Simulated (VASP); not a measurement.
# BN (P6_3/mmc) in VASP: notebook, part 2 of 2

VASP 6.6.1. The steps go on from the part before.

### Step 3. Single point, PBE

This run uses another cell than the first one, of 9.04 Å³/atom, 0.971 times its volume.

File INCAR:

```
ALGO     = Normal         # electronic algorithm
EDIFF    = 1E-6           # SCF threshold, eV
ENCUT    = 520            # plane-wave cutoff, eV
GGA      = PE             # functional
ISIF     = 2              # what is computed and relaxed
ISMEAR   = -1             # smearing method
LASPH    = T              # aspherical terms in the spheres
LCHARG   = F              # write CHGCAR
LREAL    = F              # projectors in reciprocal space
LWAVE    = F              # write WAVECAR
NBANDS   = 16             # bands
NELM     = 80             # most SCF steps
PREC     = Accurate       # precision mode
SIGMA    = 0.02           # smearing width, eV
```

File KPOINTS:

```
k-points
0
Gamma
  11 11 4
```

File POSCAR:

```
BN
1.0
    2.5039917043      0.0000000000      0.0000000000
   -1.2519958522      2.1685204268      0.0000000000
    0.0000000000      0.0000000000      6.6612000000
B N
2 2
Direct
    0.3333333333      0.6666666667      0.2500000000
    0.6666666667      0.3333333333      0.7500000000
    0.3333333333      0.6666666667      0.7500000000
    0.6666666667      0.3333333333      0.2500000000
```

Potentials or basis: VASP PAW PBE potentials, release 64 (B, N).

Launch:

```bash
$ cat potpaw_PBE.64/B/POTCAR potpaw_PBE.64/N/POTCAR > POTCAR
$ mpirun -np 1 vasp_std > vasp.out
```

It took 11 s on 1 thread of Intel Xeon 6975P-C (Granite Rapids), shared host; peak memory 0.15 GiB.

It converged, with:

| Quantity | Value |
| --- | --- |
| Free energy | -35.1548 eV |
| Pressure | 3.4 GPa |
| Band gap on the k mesh | 4.33 eV, indirect (least direct gap 4.67 eV) |

Stress tensor (GPa, compression positive):
```
3.74 0.00 0.00
0.00 3.74 0.00
0.00 0.00 2.71
```

Levels at points of the mesh, in eV from the valence-band top:
```tsv
k point	band 6	band 7	band 8	band 9	band 10	band 11
(0.00, 0.00, 0.00)	-1.36	-1.32	-1.32	5.21	10.25	11.52
(0.00, 0.00, 0.50)	-1.34	-1.34	-1.34	7.56	7.56	11.58
```

Caveat: this functional lacks dispersion, which binds the layers, so the pressure and a relaxed spacing across them are unreliable.

### Step 4. Single point, PBE (volume scaled by 0.94)

File INCAR:

```
PREC = Accurate
ENCUT = 520
EDIFF = 1E-7
ISMEAR = -1
SIGMA = 0.02
LREAL = F
LASPH = T
NELM = 100
ALGO = Normal
ISIF = 2
LWAVE = F
LCHARG = F
GGA = PE
NBANDS = 16
```

File KPOINTS:

```
Automatic mesh
0
Gamma
  11 11 4
```

File POSCAR:

```
BN
1.0
    2.4528754899      0.0000000000      0.0000000000
   -1.2264377450      2.1242524866      0.0000000000
    0.0000000000      0.0000000000      6.5252189874
B N
2 2
Direct
    0.3333333333      0.6666666667      0.2500000000
    0.6666666667      0.3333333333      0.7500000000
    0.3333333333      0.6666666667      0.7500000000
    0.6666666667      0.3333333333      0.2500000000
```

Potentials or basis: VASP PAW PBE potentials, release 64 (B, N).

Launch:

```bash
$ cat potpaw_PBE.64/B/POTCAR potpaw_PBE.64/N/POTCAR > POTCAR
$ mpirun -np 1 vasp_std > vasp.out
```

OUTCAR:

```text
PREC = Accurate
   ENCUT = 520
   EDIFF = 1E-7
   ISMEAR = -1
   LREAL = F
   LASPH = T
   NELM = 100
   ISIF = 2
   GGA = PE

 ion  position               nearest neighbor table
   1  0.333  0.667  0.250-   4 1.42   4 1.42   4 1.42
   2  0.667  0.333  0.750-   3 1.42   3 1.42   3 1.42
   3  0.333  0.667  0.750-   2 1.42   2 1.42   2 1.42
   4  0.667  0.333  0.250-   1 1.42   1 1.42   1 1.42

  LATTYP: Found a hexagonal cell.
 ALAT       =     2.4528754899
 C/A-ratio  =     2.6602324554

  Lattice vectors:

 A1 = (   2.4528754899,   0.0000000000,   0.0000000000)
 A2 = (  -1.2264377450,   2.1242524866,   0.0000000000)
 A3 = (   0.0000000000,   0.0000000000,   6.5252189874)

Analysis of symmetry for initial positions (statically):
=====================================================================
 Subroutine PRICEL returns:
 Original cell was already a primitive cell.

 Routine SETGRP: Setting up the symmetry group for a
 hexagonal supercell.

 Subroutine GETGRP returns: Found 24 space group operations
 (whereof 12 operations were pure point group operations)
 out of a pool of 24 trial point group operations.

The static configuration has the point symmetry D_3d.
[... 162 lines left out ...]
  free energy    TOTEN  =       -34.99621660 eV

  energy without entropy =      -34.99621660  energy(sigma->0) =      -34.99621660

 E-fermi :   3.1756     XC(G=0): -10.3145

 val. band max:        2.7190580242   @ k =   0.3636   0.2727   0.0000
 cond. band min:       7.1295813938   @ k =   0.4545   0.0909   0.0000
 fundamental gap:      4.4105233696
 Fermi energy:         3.1755593810

 k-point     1 :       0.0000    0.0000    0.0000
  band No.  band energies     occupation
      1     -15.5006      2.00000
      2     -15.1714      2.00000
      3      -3.9158      2.00000
      4      -1.6489      2.00000
      5       1.4353      2.00000
      6       1.4353      2.00000
[... 433 lines left out ...]
      3      -2.1625      2.00000
      4      -2.0263      2.00000
      5      -1.9395      2.00000
      6      -0.6049      2.00000
[... 8 lines left out ...]
     15      18.3579      0.00000
     16      18.4191      0.00000

 [... further k-points ...]
[... 5 lines left out ...]
  --------------------------------------------------------------------------------------
  -------------------------------------------------------------------------------------
  Total        6.1349110      6.1349110      0.7674729     -0.0000000      0.0000000      0.0000000
  in kB      289.0960258    289.0960259     36.1657011     -0.0000000      0.0000000      0.0000000
  external PRESSURE =     204.7859176 kB  Pullay stress =       0.0000000 kB

 VOLUME and BASIS-vectors are now :
 -----------------------------------------------------------------------------
  energy-cutoff  :      520.00
  volume of cell :       34.00
      direct lattice vectors                 reciprocal lattice vectors
     2.452875490  0.000000000  0.000000000     0.407684778  0.235376916  0.000000000
    -1.226437745  2.124252487  0.000000000     0.000000000  0.470753833  0.000000000
     0.000000000  0.000000000  6.525218987     0.000000000  0.000000000  0.153251562

 POSITION                                       TOTAL-FORCE (eV/Angst)
 -----------------------------------------------------------------------------------
     -0.00000      1.41617      1.63130        -0.000000     -0.000000      0.000000
      1.22644      0.70808      4.89391         0.000000      0.000000      0.000000
     -0.00000      1.41617      4.89391        -0.000000     -0.000000      0.000000
      1.22644      0.70808      1.63130        -0.000000      0.000000      0.000000
 -----------------------------------------------------------------------------------
    total drift:                               -0.000000      0.000000      0.000000

  FREE ENERGIE OF THE ION-ELECTRON SYSTEM (eV)
  ---------------------------------------------------
  free  energy   TOTEN  =       -34.9962166040 eV

  energy  without entropy=      -34.9962166040  energy(sigma->0) =      -34.99621660
```

Wall time 34 s (1 thread of Intel Xeon Platinum 8259CL at 2.50GHz (Skylake/Cascade Lake), shared host); peak memory 0.15 GiB.

Results:

* Free energy: -34.9962 eV
* Pressure: 20.5 GPa
* Band gap on the k mesh: 4.41 eV, indirect (least direct gap 4.81 eV)

Stress tensor (GPa, compression positive):
```
28.91  0.00  0.00
 0.00 28.91  0.00
 0.00  0.00  3.62
```

Caveat: the cell differs from its parent crystal (volume scaled by 0.94); this functional lacks dispersion, which binds the layers, so the pressure and a relaxed spacing across them are unreliable.

### Step 5. Overview

| cell | gap on the mesh (eV) | pressure (GPa) |
| --- | --- | --- |
| a = 2.504, b = 2.504, c = 6.861 Å, angles 90.0, 90.0, 120.0°, 4 atoms | 4.38 | 3.0 |
| a = 2.504, b = 2.504, c = 6.661 Å, angles 90.0, 90.0, 120.0°, 4 atoms | 4.33 | 3.4 |
| a = 2.453, b = 2.453, c = 6.525 Å, angles 90.0, 90.0, 120.0°, 4 atoms | 4.41 | 20.5 |

Alike in all rows: task single point; level PBE; potentials or basis VASP PAW PBE potentials, release 64 (B, N); no spin polarisation; k mesh 11 × 11 × 4; cutoff (eV) 520; smearing fermi-dirac 0.02 eV.

Caveats: this functional lacks dispersion, which binds the layers, so the pressure and a relaxed spacing across them are unreliable.

Absolute energies hang on the potentials; compare differences alone.
